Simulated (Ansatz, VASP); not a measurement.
**One calculation of Al, two programs**

```
CELL_PARAMETERS angstrom
2.79906 0.00000 0.00000
-1.39953 2.42405 0.00000
0.00000 0.00000 9.75555
ATOMIC_POSITIONS crystal
Al 0.00000 0.00000 0.00000
Al 0.33333 0.66667 0.25000
Al 0.00000 0.00000 0.50000
Al 0.66667 0.33333 0.75000
```

Alike in both runs: task single point; functional PBEsol; dispersion D3(BJ); k mesh 18 × 18 × 6; occupations gaussian, width 0.15 eV; no spin polarisation.

|  | VASP | Ansatz |
| --- | --- | --- |
| version | VASP 6.6.1 | Ansatz 0.2.0 |
| potentials or method | VASP PAW PBE potentials, release 64 (Al), cutoff 520 eV | scalar-relativistic, plane waves, PAW |
| valence electrons in the cell | 12 | 12 |

VASP gave:

```
gap on the k mesh at the Fermi level (eV)                     : none
pressure (GPa)                                                : -4.1
traceless stress, the component that is largest in VASP (GPa) : -2.54
```

**Question.** What did Ansatz give for the same quantities?

**Answer.** gap on the k mesh at the Fermi level (eV): none; pressure (GPa): -4.2; traceless stress, the component that is largest in VASP (GPa): -2.52.

VASP's potentials were made for PBE, not for PBEsol, and Ansatz warns of the same on its side. A gap of «none» marks a metal or a gap that the smearing closes.
